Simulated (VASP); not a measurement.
# GeSbTe3 (P-6m2) in VASP: further runs

Runs on GeSbTe3. Level: PBE. Tasks: single point, relaxation of cell and atoms.

Program: VASP 6.6.1. These are calculated values, not measurements. Logs are shortened: lines on timing, memory, paths and dates and some standing lists are left out, and cuts for length are marked.

## Step 1: The cell of the first run

The structure is hexagonal, space group P-6m2 (No. 187). Conventional cell: a = 5.071 Å, b = 5.071 Å, c = 6.261 Å, α = 90.00°, β = 90.00°, γ = 120.00°. Within 4.1 Å of Ge (site symmetry -6m2) lie 8 Te at 3.13 to 3.30 Å. Sb (site symmetry -6m2) has 9 Te at 2.93 to 3.34 Å within 3.9 Å. Te (site symmetry 3m) has 5 Te at 3.06 to 3.34 Å and 3 Ge at 3.30 Å and 3 Sb at 3.34 Å within 4.0 Å. Te (site symmetry -6m2) has 3 Sb at 2.93 Å and 2 Ge at 3.13 Å and 6 Te at 3.34 Å within 3.9 Å.

The cell was generated, and may not be a known phase.

## Step 2: Single point, PBE

Input file INCAR:

```
SYSTEM = GeSbTe3
ALGO     = Normal         ! electronic algorithm
EDIFF    = 1E-7           ! SCF threshold, eV
ENCUT    = 520            ! plane-wave cutoff, eV
GGA      = PE             ! functional
ISIF     = 2              ! what is computed and relaxed
ISMEAR   = 0              ! smearing method
LASPH    = .TRUE.         ! aspherical terms in the spheres
LCHARG   = .FALSE.        ! write CHGCAR
LREAL    = .FALSE.        ! projectors in reciprocal space
LWAVE    = .FALSE.        ! write WAVECAR
NBANDS   = 26             ! bands
NELM     = 80             ! most SCF steps
PREC     = Accurate       ! precision mode
SIGMA    = 0.1            ! smearing width, eV
```

Input file KPOINTS:

```
k-points
0
G
  6 6 4
  0 0 0
```

Input file POSCAR:

```
GeSbTe3
1.0
    5.0713687800      0.0000000000      0.0000000000
   -2.5356843900      4.3919341900      0.0000000000
    0.0000000000      0.0000000000      6.2608342000
Ge Sb Te
1 1 3
Direct
    0.6666666700      0.3333333300      0.0000000000
    0.3333333300      0.6666666700      0.5000000000
    0.0000000000      0.0000000000      0.7552470000
    0.0000000000      0.0000000000      0.2447530000
    0.6666666700      0.3333333300      0.5000000000
```

Potentials or basis: VASP PAW PBE potentials, release 64 (Ge_d, Sb, Te).

Run with:

```
cat potpaw_PBE.64/Ge_d/POTCAR potpaw_PBE.64/Sb/POTCAR potpaw_PBE.64/Te/POTCAR > POTCAR
mpirun -np 1 vasp_std > vasp.out
```

OUTCAR:

```text
SYSTEM = GeSbTe3
   EDIFF = 1E-7
   ENCUT = 520
   GGA = PE
   ISIF = 2
   ISMEAR = 0
   LASPH = .TRUE.
   LREAL = .FALSE.
   NELM = 80
   PREC = Accurate

 ion  position               nearest neighbor table
   1  0.667  0.333  0.000-   5 3.13   5 3.13
   2  0.333  0.667  0.500-   5 2.93   5 2.93   5 2.93   3 3.34   4 3.34   4 3.34   3 3.34   4 3.34
                             3 3.34
   3  0.000  0.000  0.755-   4 3.06   4 3.20   5 3.34   2 3.34   2 3.34   5 3.34   5 3.34   2 3.34

   4  0.000  0.000  0.245-   3 3.06   3 3.20   2 3.34   5 3.34   2 3.34   5 3.34   5 3.34   2 3.34

   5  0.667  0.333  0.500-   2 2.93   2 2.93   2 2.93   1 3.13   1 3.13   3 3.34   4 3.34   3 3.34
                             4 3.34   3 3.34   4 3.34

  LATTYP: Found a hexagonal cell.
 ALAT       =     5.0713687800
 C/A-ratio  =     1.2345452424

  Lattice vectors:

 A1 = (   5.0713687800,   0.0000000000,   0.0000000000)
 A2 = (  -2.5356843900,   4.3919341900,   0.0000000000)
 A3 = (   0.0000000000,   0.0000000000,   6.2608342000)

Analysis of symmetry for initial positions (statically):
=====================================================================
 Subroutine PRICEL returns:
 Original cell was already a primitive cell.

 Routine SETGRP: Setting up the symmetry group for a
 hexagonal supercell.

 Subroutine GETGRP returns: Found 12 space group operations
 (whereof 12 operations were pure point group operations)
 out of a pool of 24 trial point group operations.

The static configuration has the point symmetry D_3h.

Analysis of symmetry for dynamics (positions and initial velocities):
=====================================================================
 Subroutine PRICEL returns:
 Original cell was already a primitive cell.

 Routine SETGRP: Setting up the symmetry group for a
 hexagonal supercell.

 Subroutine GETGRP returns: Found 12 space group operations
 (whereof 12 operations were pure point group operations)
 out of a pool of 24 trial point group operations.

The dynamic configuration has the point symmetry D_3h.

 Subroutine INISYM returns: Found 12 space group operations
 (whereof 12 operations are pure point group operations),
 and found     1 'primitive' translations

----------------------------------------------------------------------------------------

                                     Primitive cell

  volume of cell :     139.4483

  direct lattice vectors                    reciprocal lattice vectors
     5.071368780  0.000000000  0.000000000     0.197185423  0.113845057  0.000000000
    -2.535684390  4.391934190  0.000000000     0.000000000  0.227690115  0.000000000
     0.000000000  0.000000000  6.260834200     0.000000000  0.000000000  0.159723124

  length of vectors
     5.071368780  5.071368775  6.260834200     0.227690115  0.227690115  0.159723124

  position of ions in fractional coordinates (direct lattice)
     0.666666670  0.333333330  0.000000000
     0.333333330  0.666666670  0.500000000
     0.000000000  0.000000000  0.755247000
     0.000000000  0.000000000  0.244753000
     0.666666670  0.333333330  0.500000000

  ion indices of the primitive-cell ions
   primitive index   ion index
                 1           1
                 2           2
                 3           3
                 4           4
                 5           5

----------------------------------------------------------------------------------------

 KPOINTS: k-points

Automatic generation of k-mesh.
 Grid dimensions read from file:
 generate k-points for:    6    6    4

 Generating k-lattice:

  Cartesian coordinates                     Fractional coordinates (reciprocal lattice)
     0.032864237  0.018974176  0.000000000     0.166666667  0.000000000  0.000000000
     0.000000000  0.037948352  0.000000000     0.000000000  0.166666667  0.000000000
     0.000000000  0.000000000  0.039930781     0.000000000  0.000000000  0.250000000

  Length of vectors
     0.037948352  0.037948352  0.039930781

  Shift w.r.t. Gamma in fractional coordinates (k-lattice)
     0.000000000  0.000000000  0.000000000

 Subroutine IBZKPT returns following result:
 ===========================================

 Found     21 irreducible k-points:

 Following reciprocal coordinates:
            Coordinates               Weight
  0.000000  0.000000  0.000000      1.000000
  0.166667  0.000000  0.000000      6.000000
  0.333333  0.000000  0.000000      6.000000
  0.500000  0.000000  0.000000      3.000000
  0.166667  0.166667  0.000000      6.000000
  0.333333  0.166667  0.000000     12.000000
[... 13 lines left out ...]
  0.333333  0.166667  0.500000     12.000000
  0.333333  0.333333  0.500000      2.000000
   k-points           NKPTS =     21   k-points in BZ     NKDIM =     21   number of bands    NBANDS=     26
   number of dos      NEDOS =    301   number of ions     NIONS =      5
   total plane-waves  NPLWV =  76800
   dimension x,y,z NGX =    40 NGY =   40 NGZ =   48
   dimension x,y,z NGXF=    80 NGYF=   80 NGZF=   96
   ions per type =               1   1   3
   NGX,Y,Z   is equivalent  to a cutoff of  13.11, 13.11, 12.75 a.u.
   NGXF,Y,Z  is equivalent  to a cutoff of  26.23, 26.23, 25.49 a.u.
 SYSTEM =  GeSbTe3
   PREC   = accura    normal or accurate (medium, high low for compatibility)
   ISTART =      0    job   : 0-new  1-cont  2-samecut
   ICHARG =      2    charge: 1-file 2-atom 10-const
   ISPIN  =      1    spin polarized calculation?
   LNONCOLLINEAR =      F non collinear calculations
   LSORBIT =      F    spin-orbit coupling
   LASPH  =      T    aspherical Exc in radial PAW
   ENCUT  =  520.0 eV  38.22 Ry    6.18 a.u.   9.43  9.43 11.64*2*pi/ulx,y,z
   NELM   =     80;   NELMIN=  2; NELMDL= -5     # of ELM steps
   EDIFF  = 0.1E-06   stopping-criterion for ELM
   LREAL  =      F    real-space projection
   EDIFFG = 0.1E-05   stopping-criterion for IOM
   NSW    =      0    number of steps for IOM
   IBRION =     -1    ionic relax: 0-MD 1-quasi-New 2-CG
   NFREE  =      0    steps in history (QN), initial steepest desc. (CG)
   ISIF   =      2    stress and relaxation
   ISYM   =      2    0-nonsym 1-usesym 2-fastsym
   POTIM  = 0.5000    time-step for ionic-motion
   TEBEG  =    0.0;   TEEND  =   0.0 temperature during run
   PSTRESS=    0.0 pullay stress
   NELECT =      37.0000    total number of electrons
   NUPDOWN=      -1.0000    fix difference up-down
   EMIN   =  10.00;   EMAX   =-10.00  energy-range for DOS
   EFERMI =   0.00;   METHOD = LEGACY
   ISMEAR =     0;   SIGMA  =   0.10  broadening in eV -4-tet -1-fermi 0-gaus
   EFERMI_NEDOS =   21; number of points for ismear=-14 and -15
   IALGO  =     38    algorithm
   IMIX   =      4    mixing-type and parameters
     AMIX     =   0.40;   BMIX     =  1.00
     AMIX_MAG =   1.60;   BMIX_MAG =  1.00
  volume/ion in A,a.u.               =      27.89       188.21
  Fermi-wavevector in a.u.,A,eV,Ry     =   1.051972  1.987940 15.056831  1.106646
  Thomas-Fermi vector in A             =   2.187037
   LORBIT       =      0    0 simple, 1 ext, 2 COOP (PROOUT), +10 PAW based schemes
   GGA     = PE    functional components
   LHFCALC =     F    Hartree Fock is set to
   AEXX    =    0.0000 exact exchange contribution
   IVDW    =     0    specifies the selected vdW correction
   LEPSILON=     F    determine dielectric tensor
   LRPA    =     F    only Hartree local field effects (RPA)
 non-spin polarized calculation
 Gauss-broadening in eV      SIGMA  =   0.10
  energy-cutoff  :      520.00
  volume of cell :      139.45
 maximum number of plane-waves:      3794
 NGX is ok and might be reduce to    40
   NGX = 19   NGY = 19   NGZ = 23

 number of electron      37.0000009 magnetization

 Free energy of the ion-electron system (eV)
  ---------------------------------------------------
  ext. energy  EPLUGINS =         0.00000000
  ---------------------------------------------------
  free energy    TOTEN  =       -15.72142605 eV

  energy without entropy =      -15.70227639  energy(sigma->0) =      -15.71185122

 E-fermi :   7.3868     XC(G=0):  -9.8178

 val. band max:        7.3824783602   @ k =   0.1667   0.0000   0.0000
 cond. band min:       7.3890923528   @ k =   0.5000   0.0000   0.5000
 fundamental gap:      0.0066139925
 Fermi energy:         7.3867879885

 k-point     1 :       0.0000    0.0000    0.0000
  band No.  band energies     occupation
      1     -17.9393      2.00000
      2     -17.9393      2.00000
      3     -17.9110      2.00000
      4     -17.9110      2.00000
      5     -17.9035      2.00000
      6      -6.9360      2.00000
[... 18 lines left out ...]
     25      11.4383      0.00000
     26      11.4383      0.00000

 k-point     2 :       0.1667    0.0000    0.0000
  band No.  band energies     occupation
      1     -17.9393      2.00000
      2     -17.9392      2.00000
      3     -17.9111      2.00000
      4     -17.9110      2.00000
      5     -17.9035      2.00000
      6      -6.7456      2.00000
[... 18 lines left out ...]
     25      11.9211      0.00000
     26      12.1954      0.00000

 k-point     3 :       0.3333    0.0000    0.0000
  band No.  band energies     occupation
      1     -17.9394      2.00000
      2     -17.9391      2.00000
      3     -17.9112      2.00000
      4     -17.9111      2.00000
      5     -17.9034      2.00000
      6      -6.2041      2.00000
[... 485 lines left out ...]
 k-point    20 :       0.3333    0.1667    0.5000
  band No.  band energies     occupation
      1     -17.9394      2.00000
      2     -17.9390      2.00000
      3     -17.9113      2.00000
      4     -17.9111      2.00000
      5     -17.9033      2.00000
      6      -5.3440      2.00000
[... 18 lines left out ...]
     25      10.6418      0.00000
     26      13.1001      0.00000

 k-point    21 :       0.3333    0.3333    0.5000
  band No.  band energies     occupation
      1     -17.9393      2.00000
      2     -17.9391      2.00000
      3     -17.9113      2.00000
      4     -17.9111      2.00000
      5     -17.9033      2.00000
      6      -4.7997      2.00000
[... 18 lines left out ...]
     25      11.5976      0.00000
     26      13.2728      0.00000

------------------------ aborting loop because EDIFF is reached ----------------------------------------

  FORCE on cell =-STRESS in cart. coord.  units (eV):
  Direction    XX          YY          ZZ          XY          YZ          ZX
  --------------------------------------------------------------------------------------
  -------------------------------------------------------------------------------------
  Total        6.1406609      6.1406608      3.9472118      0.0000000     -0.0000000      0.0000000
  in kB       70.5525110     70.5525108     45.3510970      0.0000000     -0.0000000      0.0000000
  external PRESSURE =      62.1520396 kB  Pullay stress =       0.0000000 kB

 VOLUME and BASIS-vectors are now :
 -----------------------------------------------------------------------------
  energy-cutoff  :      520.00
  volume of cell :      139.45
      direct lattice vectors                 reciprocal lattice vectors
     5.071368780  0.000000000  0.000000000     0.197185423  0.113845057  0.000000000
    -2.535684390  4.391934190  0.000000000     0.000000000  0.227690115  0.000000000
     0.000000000  0.000000000  6.260834200     0.000000000  0.000000000  0.159723124

 POSITION                                       TOTAL-FORCE (eV/Angst)
 -----------------------------------------------------------------------------------
      2.53568      1.46398      0.00000        -0.000000      0.000000      0.000000
     -0.00000      2.92796      3.13042        -0.000000      0.000000      0.000000
      0.00000      0.00000      4.72848         0.000000      0.000000      1.080930
      0.00000      0.00000      1.53236         0.000000      0.000000     -1.080930
      2.53568      1.46398      3.13042         0.000000     -0.000000      0.000000
 -----------------------------------------------------------------------------------
    total drift:                               -0.000022      0.000013      0.000000

  FREE ENERGIE OF THE ION-ELECTRON SYSTEM (eV)
  ---------------------------------------------------
  free  energy   TOTEN  =       -15.7214260515 eV

  energy  without entropy=      -15.7022763921  energy(sigma->0) =      -15.71185122
```

It took 2.7 min on 1 thread of Intel Xeon 8259CL, shared host; peak memory 0.31 GiB.

Results:

```yaml
Free_energy: -15.7214 eV
Pressure: 6.2 GPa
Largest_force: 1.081 eV/Å
Band_gap_on_the_k_mesh: zero (an odd number of electrons rules out a gap without spin polarisation)
```

Forces in eV/Å, atoms in the order of the input:
```
Ge   0.000  0.000  0.000
Sb   0.000  0.000  0.000
Te   0.000  0.000  1.081
Te   0.000  0.000 -1.081
Te   0.000  0.000  0.000
```

Caveat: the cell stands under pressure; spin-orbit coupling is left out, which moves the levels of the heavy elements; an odd number of electrons without spin polarisation forces a metal; a magnetic or distorted state may lie lower.

## Step 3: Single point, PBE

This run uses another cell than the first one, of 31.35 Å³/atom.

Input file INCAR:

```
SYSTEM = GeSbTe3
PREC = Accurate ; ENCUT = 520
EDIFF = 1E-6 ; ISMEAR = 0
SIGMA = 0.1 ; LREAL = .False.
LASPH = .True. ; NELM = 60
ALGO = Normal ; ISIF = 2
LWAVE = .False. ; LCHARG = .False.
GGA = PE ; NBANDS = 26
```

Input file KPOINTS:

```
Automatic mesh
0
Gamma
  6 6 4
  0 0 0
```

Input file POSCAR:

```
GeSbTe3
1.0
    5.2949541495      0.0000000000      0.0000000000
   -2.6474770747      4.5855648053      0.0000000000
    0.0000000000      0.0000000000      6.4552902618
Ge Sb Te
1 1 3
Direct
    0.6666666667      0.3333333333      0.0000000000
    0.3333333333      0.6666666667      0.5000000000
    0.0000000000      0.0000000000      0.7758419869
    0.0000000000      0.0000000000      0.2241580131
    0.6666666667      0.3333333333      0.5000000000
```

Potentials or basis: VASP PAW PBE potentials, release 64 (Ge_d, Sb, Te).

Run with:

```
cat potpaw_PBE.64/Ge_d/POTCAR potpaw_PBE.64/Sb/POTCAR potpaw_PBE.64/Te/POTCAR > POTCAR
mpirun -np 1 vasp_std > vasp.out
```

It took 2.7 min on 1 thread of Intel Xeon 8259CL, shared host; peak memory 0.31 GiB.

It converged, with:

- Free energy: -16.1446 eV
- Pressure: -0.2 GPa
- Largest force: 0.005 eV/Å
- Band gap on the k mesh: zero (an odd number of electrons rules out a gap without spin polarisation)

Forces in eV/Å, atoms in the order of the input:
```
Ge   0.000  0.000  0.000
Sb   0.000  0.000  0.000
Te   0.000  0.000 -0.005
Te   0.000  0.000  0.005
Te   0.000  0.000  0.000
```

Stress tensor (GPa, compression positive):
```
-0.27  0.00  0.00
 0.00 -0.27  0.00
 0.00  0.00  0.00
```

Levels at points of the mesh, in eV from the Fermi level:
```tsv
k point	band 15	band 16	band 17	band 18	band 19	band 20	band 21	band 22	band 23	band 24
(0.00, 0.00, 0.00)	-3.36	-3.29	-1.15	-1.15	-0.01	-0.01	0.02	1.93	1.94	1.94
(0.50, 0.00, 0.00)	-2.02	-1.56	-1.46	-0.77	0.98	1.43	1.67	1.97	2.30	2.40
(0.00, 0.00, 0.50)	-2.95	-2.74	-2.74	-1.36	-0.58	0.35	0.41	0.41	1.26	2.75
(0.50, 0.00, 0.50)	-2.51	-1.68	-1.32	0.00	0.31	0.69	1.01	1.42	1.93	2.12
```

Caveat: spin-orbit coupling is left out, which moves the levels of the heavy elements; an odd number of electrons without spin polarisation forces a metal; a magnetic or distorted state may lie lower.

## Step 4: Single point, PBE

This run uses another cell than the first one, of 38.57 Å³/atom.

Input file INCAR:

```
  PREC = Accurate
  ENCUT = 520
  EDIFF = 1E-7
  ISMEAR = 0
  SIGMA = 0.1
  LREAL = F
  LASPH = T
  NELM = 100
  ALGO = Normal
  ISIF = 2
  LWAVE = F
  LCHARG = F
  GGA = PE
  NBANDS = 26
```

Input file KPOINTS:

```
regular mesh
0
Gamma
  12 12 4
```

Input file POSCAR:

```
GeSbTe3
1.0
    4.9316268190      0.0000000000      0.0000000000
   -2.4658134095      4.2709141072      0.0000000000
    0.0000000000      0.0000000000      9.1570431077
Ge Sb Te
1 1 3
Direct
    0.6666666667      0.3333333333      0.0000000000
    0.3333333333      0.6666666667      0.5000000000
    0.0000000000      0.0000000000      0.8480198481
    0.0000000000      0.0000000000      0.1519801519
    0.6666666667      0.3333333333      0.5000000000
```

Run with:

```
cat potpaw_PBE.64/Ge_d/POTCAR potpaw_PBE.64/Sb/POTCAR potpaw_PBE.64/Te/POTCAR > POTCAR
mpirun -np 1 vasp_std > vasp.out
```

It took 9.5 min on 1 thread of Intel Xeon 8259CL, shared host; peak memory 0.51 GiB.

It converged, with:

- Free energy: -16.5400 eV
- Pressure: 0.0 GPa
- Largest force: 0.020 eV/Å
- Band gap on the k mesh: zero (an odd number of electrons rules out a gap without spin polarisation)

Forces on the atoms (eV/Å):
```
Ge   0.000  0.000  0.000
Sb   0.000  0.000  0.000
Te   0.000  0.000 -0.020
Te   0.000  0.000  0.020
Te   0.000  0.000  0.000
```

Levels at points of the mesh, in eV from the Fermi level:
| k point | band 16 | band 17 | band 18 | band 19 | band 20 | band 21 |
| --- | --- | --- | --- | --- | --- | --- |
| (0.00, 0.00, 0.00) | -2.74 | -0.40 | -0.40 | 0.28 | 0.48 | 0.48 |
| (0.50, 0.00, 0.00) | -1.79 | -1.33 | -0.75 | -0.70 | 1.24 | 1.89 |
| (0.00, 0.00, 0.50) | -1.91 | -0.58 | -0.58 | 0.25 | 0.85 | 0.85 |
| (0.50, 0.00, 0.50) | -2.33 | -1.64 | -0.63 | -0.21 | 1.53 | 2.17 |

Caveat: spin-orbit coupling is left out, which moves the levels of the heavy elements; this functional lacks dispersion, which binds layers or chains, so the pressure and a relaxed spacing across them are unreliable; an odd number of electrons without spin polarisation forces a metal; a magnetic or distorted state may lie lower.

[end of part 1 of 2]

The gap in the log of VASP goes by the Fermi energy; the results here count the filled bands.